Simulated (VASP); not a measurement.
# KTaO2 (P-6m2) in VASP: a series of runs

The runs below take KTaO2 through single point, with PBE.

All numbers are computed with VASP 6.6.1; they aren't measurements. Logs are shortened: lines on timing, memory, paths and dates and some standing lists are left out, and cuts for length are marked.

## Step 1: The cell of the first run

The structure is hexagonal, space group P-6m2 (No. 187). The conventional cell has a = 4.895 Å, b = 4.895 Å, c = 4.240 Å, α = 90.00°, β = 90.00°, γ = 120.00°. Within 3.7 Å of K (site symmetry -6m2) lie 3 Ta at 2.83 Å and 6 O at 3.21 Å. Ta (site symmetry -6m2) has 2 O at 1.53 Å within 2.0 Å. O (site symmetry 3m) has 1 O at 1.19 Å and 1 Ta at 1.53 Å within 1.6 Å.

## Step 2: Single point, PBE

Contents of INCAR:

```
PREC = Accurate ; ENCUT = 520
EDIFF = 1E-6 ; ISMEAR = 0
SIGMA = 0.1 ; LREAL = False
LASPH = True ; NELM = 60
ALGO = Normal ; ISIF = 2
LWAVE = False ; LCHARG = False
GGA = PE ; NBANDS = 24
```

Contents of KPOINTS:

```
Automatic mesh
0
Gamma
  6 6 4
```

Contents of POSCAR:

```
KTaO2
1.0
    4.8948996500      0.0000000000      0.0000000000
   -2.4474498200      4.2391074500      0.0000000000
    0.0000000000      0.0000000000      4.2400133900
K Ta O
1 1 2
Direct
    0.6666666700      0.3333333300      0.5000000000
    0.3333333300      0.6666666700      0.5000000000
    0.3333333300      0.6666666700      0.8599387500
    0.3333333300      0.6666666700      0.1400612500
```

Potentials or basis: VASP PAW PBE potentials, release 64 (K_sv, Ta_pv, O).

Command:

```
$ cat potpaw_PBE.64/K_sv/POTCAR potpaw_PBE.64/Ta_pv/POTCAR potpaw_PBE.64/O/POTCAR > POTCAR
$ mpirun -np 1 vasp_std > vasp.out
```

OUTCAR:

```text
PREC = Accurate
   ENCUT = 520
   EDIFF = 1E-6
   ISMEAR = 0
   LREAL = False
   LASPH = True
   NELM = 60
   ISIF = 2
   GGA = PE

 ion  position               nearest neighbor table
   1  0.667  0.333  0.500-   2 2.83   2 2.83   2 2.83
   2  0.333  0.667  0.500-   3 1.53   4 1.53   4 2.71   3 2.71   1 2.83   1 2.83   1 2.83
   3  0.333  0.667  0.860-   4 1.19   2 1.53   2 2.71
   4  0.333  0.667  0.140-   3 1.19   2 1.53   2 2.71

  LATTYP: Found a hexagonal cell.
 ALAT       =     4.8948996500
 C/A-ratio  =     0.8662104830

  Lattice vectors:

 A1 = (   4.8948996500,   0.0000000000,   0.0000000000)
 A2 = (  -2.4474498200,   4.2391074500,   0.0000000000)
 A3 = (   0.0000000000,   0.0000000000,   4.2400133900)

Analysis of symmetry for initial positions (statically):
=====================================================================
 Subroutine PRICEL returns:
 Original cell was already a primitive cell.

 Routine SETGRP: Setting up the symmetry group for a
 hexagonal supercell.

 Subroutine GETGRP returns: Found 12 space group operations
 (whereof 12 operations were pure point group operations)
 out of a pool of 24 trial point group operations.

The static configuration has the point symmetry D_3h.

Analysis of symmetry for dynamics (positions and initial velocities):
=====================================================================
 Subroutine PRICEL returns:
 Original cell was already a primitive cell.

 Routine SETGRP: Setting up the symmetry group for a
 hexagonal supercell.

 Subroutine GETGRP returns: Found 12 space group operations
 (whereof 12 operations were pure point group operations)
 out of a pool of 24 trial point group operations.

The dynamic configuration has the point symmetry D_3h.

 Subroutine INISYM returns: Found 12 space group operations
 (whereof 12 operations are pure point group operations),
 and found     1 'primitive' translations

----------------------------------------------------------------------------------------

                                     Primitive cell

  volume of cell :      87.9803

  direct lattice vectors                    reciprocal lattice vectors
     4.894899650  0.000000000  0.000000000     0.204294280  0.117949357  0.000000000
    -2.447449820  4.239107450  0.000000000     0.000000000  0.235898715  0.000000000
     0.000000000  0.000000000  4.240013390     0.000000000  0.000000000  0.235848312

  length of vectors
     4.894899650  4.894899651  4.240013390     0.235898715  0.235898715  0.235848312

  position of ions in fractional coordinates (direct lattice)
     0.666666670  0.333333330  0.500000000
     0.333333330  0.666666670  0.500000000
     0.333333330  0.666666670  0.859938750
     0.333333330  0.666666670  0.140061250

  ion indices of the primitive-cell ions
   primitive index   ion index
                 1           1
                 2           2
                 3           3
                 4           4

----------------------------------------------------------------------------------------

 KPOINTS: Automatic mesh

Automatic generation of k-mesh.
 Grid dimensions read from file:
 generate k-points for:    6    6    4

 Generating k-lattice:

  Cartesian coordinates                     Fractional coordinates (reciprocal lattice)
     0.034049047  0.019658226  0.000000000     0.166666667  0.000000000  0.000000000
     0.000000000  0.039316452  0.000000000     0.000000000  0.166666667  0.000000000
     0.000000000  0.000000000  0.058962078     0.000000000  0.000000000  0.250000000

  Length of vectors
     0.039316453  0.039316452  0.058962078

  Shift w.r.t. Gamma in fractional coordinates (k-lattice)
     0.000000000  0.000000000  0.000000000

 Subroutine IBZKPT returns following result:
 ===========================================

 Found     21 irreducible k-points:

 Following reciprocal coordinates:
            Coordinates               Weight
  0.000000  0.000000  0.000000      1.000000
  0.166667  0.000000  0.000000      6.000000
  0.333333 -0.000000  0.000000      6.000000
  0.500000 -0.000000  0.000000      3.000000
  0.166667  0.166667  0.000000      6.000000
  0.333333  0.166667  0.000000     12.000000
[... 13 lines left out ...]
  0.333333  0.166667  0.500000     12.000000
  0.333333  0.333333  0.500000      2.000000
   k-points           NKPTS =     21   k-points in BZ     NKDIM =     21   number of bands    NBANDS=     24
   number of dos      NEDOS =    301   number of ions     NIONS =      4
   total plane-waves  NPLWV =  41472
   dimension x,y,z NGX =    36 NGY =   36 NGZ =   32
   dimension x,y,z NGXF=    72 NGYF=   72 NGZF=   64
   ions per type =               1   1   2
   NGX,Y,Z   is equivalent  to a cutoff of  12.23, 12.23, 12.55 a.u.
   NGXF,Y,Z  is equivalent  to a cutoff of  24.45, 24.45, 25.09 a.u.
 SYSTEM =  unknown system
   PREC   = accura    normal or accurate (medium, high low for compatibility)
   ISTART =      0    job   : 0-new  1-cont  2-samecut
   ICHARG =      2    charge: 1-file 2-atom 10-const
   ISPIN  =      1    spin polarized calculation?
   LNONCOLLINEAR =      F non collinear calculations
   LSORBIT =      F    spin-orbit coupling
   LASPH  =      T    aspherical Exc in radial PAW
   ENCUT  =  520.0 eV  38.22 Ry    6.18 a.u.   9.10  9.10  7.88*2*pi/ulx,y,z
   NELM   =     60;   NELMIN=  2; NELMDL= -5     # of ELM steps
   EDIFF  = 0.1E-05   stopping-criterion for ELM
   LREAL  =      F    real-space projection
   EDIFFG = 0.1E-04   stopping-criterion for IOM
   NSW    =      0    number of steps for IOM
   IBRION =     -1    ionic relax: 0-MD 1-quasi-New 2-CG
   NFREE  =      0    steps in history (QN), initial steepest desc. (CG)
   ISIF   =      2    stress and relaxation
   ISYM   =      2    0-nonsym 1-usesym 2-fastsym
   POTIM  = 0.5000    time-step for ionic-motion
   TEBEG  =    0.0;   TEEND  =   0.0 temperature during run
   PSTRESS=    0.0 pullay stress
   NELECT =      32.0000    total number of electrons
   NUPDOWN=      -1.0000    fix difference up-down
   EMIN   =  10.00;   EMAX   =-10.00  energy-range for DOS
   EFERMI =   0.00;   METHOD = LEGACY
   ISMEAR =     0;   SIGMA  =   0.10  broadening in eV -4-tet -1-fermi 0-gaus
   EFERMI_NEDOS =   21; number of points for ismear=-14 and -15
   IALGO  =     38    algorithm
   IMIX   =      4    mixing-type and parameters
     AMIX     =   0.40;   BMIX     =  1.00
     AMIX_MAG =   1.60;   BMIX_MAG =  1.00
  volume/ion in A,a.u.               =      22.00       148.43
  Fermi-wavevector in a.u.,A,eV,Ry     =   1.168592  2.208319 18.580223  1.365608
  Thomas-Fermi vector in A             =   2.305077
   LORBIT       =      0    0 simple, 1 ext, 2 COOP (PROOUT), +10 PAW based schemes
   GGA     = PE    functional components
   LHFCALC =     F    Hartree Fock is set to
   AEXX    =    0.0000 exact exchange contribution
   IVDW    =     0    specifies the selected vdW correction
   LEPSILON=     F    determine dielectric tensor
   LRPA    =     F    only Hartree local field effects (RPA)
 non-spin polarized calculation
 Gauss-broadening in eV      SIGMA  =   0.10
  energy-cutoff  :      520.00
  volume of cell :       87.98
 maximum number of plane-waves:      2385
   NGX = 19   NGY = 19   NGZ = 15

 number of electron      32.0000008 magnetization

 Free energy of the ion-electron system (eV)
  ---------------------------------------------------
  ext. energy  EPLUGINS =         0.00000000
  ---------------------------------------------------
  free energy    TOTEN  =       -11.63504502 eV

  energy without entropy =      -11.61358288  energy(sigma->0) =      -11.62431395

 E-fermi :   2.7355     XC(G=0):  -8.2524

 val. band max:        2.7138799929   @ k =   0.1667   0.0000   0.2500
 cond. band min:       2.7477024093   @ k =   0.3333   0.1667   0.0000
 fundamental gap:      0.0338224164
 Fermi energy:         2.7354968834

 k-point     1 :       0.0000    0.0000    0.0000
  band No.  band energies     occupation
      1     -35.8611      2.00000
      2     -32.0688      2.00000
      3     -32.0688      2.00000
      4     -29.0026      2.00000
      5     -27.9936      2.00000
      6     -13.3265      2.00000
[... 16 lines left out ...]
     23       8.9390      0.00000
     24       9.0313      0.00000

 k-point     2 :       0.1667    0.0000    0.0000
  band No.  band energies     occupation
      1     -35.8608      2.00000
      2     -32.0746      2.00000
      3     -32.0691      2.00000
      4     -28.9932      2.00000
      5     -27.9938      2.00000
      6     -13.3262      2.00000
[... 16 lines left out ...]
     23       9.0918      0.00000
     24       9.3825      0.00000

 k-point     3 :       0.3333   -0.0000    0.0000
  band No.  band energies     occupation
      1     -35.8607      2.00000
      2     -32.0861      2.00000
      3     -32.0698      2.00000
      4     -28.9744      2.00000
      5     -27.9946      2.00000
      6     -13.3257      2.00000
[... 16 lines left out ...]
     23       9.2340      0.00000
     24       9.2491      0.00000

 k-point     4 :       0.5000   -0.0000    0.0000
  band No.  band energies     occupation
      1     -35.8607      2.00000
      2     -32.0918      2.00000
      3     -32.0701      2.00000
      4     -28.9651      2.00000
      5     -27.9951      2.00000
      6     -13.3254      2.00000
[... 16 lines left out ...]
     23       9.1469      0.00000
     24       9.3265      0.00000

 k-point     5 :       0.1667    0.1667    0.0000
  band No.  band energies     occupation
      1     -35.8608      2.00000
      2     -32.0830      2.00000
      3     -32.0699      2.00000
      4     -28.9791      2.00000
      5     -27.9945      2.00000
      6     -13.3258      2.00000
[... 370 lines left out ...]
 k-point    19 :       0.1667    0.1667    0.5000
  band No.  band energies     occupation
      1     -36.1191      2.00000
      2     -32.0749      2.00000
      3     -32.0619      2.00000
      4     -28.9728      2.00000
      5     -26.5108      2.00000
      6     -18.6912      2.00000
[... 16 lines left out ...]
     23       7.3973      0.00000
     24       7.4039      0.00000

 k-point    20 :       0.3333    0.1667    0.5000
  band No.  band energies     occupation
      1     -36.1189      2.00000
      2     -32.0831      2.00000
      3     -32.0627      2.00000
      4     -28.9596      2.00000
      5     -26.5105      2.00000
      6     -18.6912      2.00000
[... 16 lines left out ...]
     23       7.2959      0.00000
     24       7.6557      0.00000

 k-point    21 :       0.3333    0.3333    0.5000
  band No.  band energies     occupation
      1     -36.1189      2.00000
      2     -32.0853      2.00000
      3     -32.0635      2.00000
      4     -28.9552      2.00000
      5     -26.5103      2.00000
      6     -18.6910      2.00000
[... 16 lines left out ...]
     23       6.6519      0.00000
     24       6.7568      0.00000

------------------------ aborting loop because EDIFF is reached ----------------------------------------

  FORCE on cell =-STRESS in cart. coord.  units (eV):
  Direction    XX          YY          ZZ          XY          YZ          ZX
  --------------------------------------------------------------------------------------
  -------------------------------------------------------------------------------------
  Total        6.3792760      6.3792760    111.3799765      0.0000000      0.0000000      0.0000000
  in kB      116.1706799    116.1706801   2028.3003170      0.0000001      0.0000000      0.0000000
  external PRESSURE =     753.5472256 kB  Pullay stress =       0.0000000 kB

 VOLUME and BASIS-vectors are now :
 -----------------------------------------------------------------------------
  energy-cutoff  :      520.00
  volume of cell :       87.98
      direct lattice vectors                 reciprocal lattice vectors
     4.894899650  0.000000000  0.000000000     0.204294280  0.117949357  0.000000000
    -2.447449820  4.239107450  0.000000000     0.000000000  0.235898715  0.000000000
     0.000000000  0.000000000  4.240013390     0.000000000  0.000000000  0.235848312

 POSITION                                       TOTAL-FORCE (eV/Angst)
 -----------------------------------------------------------------------------------
      2.44745      1.41304      2.12001         0.000000     -0.000000      0.000000
     -0.00000      2.82607      2.12001        -0.000000      0.000000      0.000000
     -0.00000      2.82607      3.64615        -0.000000      0.000000     15.248397
     -0.00000      2.82607      0.59386        -0.000000      0.000000    -15.248397
 -----------------------------------------------------------------------------------
    total drift:                                0.000087     -0.000050      0.000000

  FREE ENERGIE OF THE ION-ELECTRON SYSTEM (eV)
  ---------------------------------------------------
  free  energy   TOTEN  =       -11.6350450204 eV

  energy  without entropy=      -11.6135828803  energy(sigma->0) =      -11.62431395
```

It took 41 s on 1 thread of Intel Xeon Platinum 8259CL at 2.50GHz (Skylake/Cascade Lake), shared host; peak memory 0.21 GiB.

Results:

```yaml
Free_energy: -11.6350 eV
Pressure: 75.4 GPa
Largest_force: 15.248 eV/Å
Band_gap_on_the_k_mesh: zero (band 16 reaches 3.16 eV, above the bottom of band 17 at 2.62 eV)
```

Forces on the atoms (eV/Å):
```
K     0.000   0.000   0.000
Ta    0.000   0.000   0.000
O     0.000   0.000  15.248
O     0.000   0.000 -15.248
```

Stress tensor (GPa, compression positive):
```
 11.62   0.00   0.00
  0.00  11.62   0.00
  0.00   0.00 202.83
```

Levels at points of the mesh, in eV from the Fermi level:
```
           k point  band 13  band 14  band 15  band 16  band 17  band 18  band 19  band 20
(0.00, 0.00, 0.00)    -7.49    -7.49    -3.48     0.20     0.20     2.20     3.77     3.77
(0.50, 0.00, 0.00)    -7.51    -7.49    -1.51    -0.96     0.02     0.66     3.01     4.70
(0.00, 0.00, 0.50)    -4.32    -4.32    -2.95     0.43     0.43     0.99     2.79     2.79
(0.50, 0.00, 0.50)    -4.40    -4.31    -1.38    -0.69     0.13     1.76     2.22     2.56
```

Caveat: the k points lie up to 0.37 Å⁻¹ apart; the standard files for N, O and F lose accuracy on very short bonds; spin-orbit coupling is left out, which moves the levels of the heavy elements; forces of over 1 eV/Å act on the atoms, so gaps and moduli don't describe the material at rest.

(Continued in part 2 of 2.)
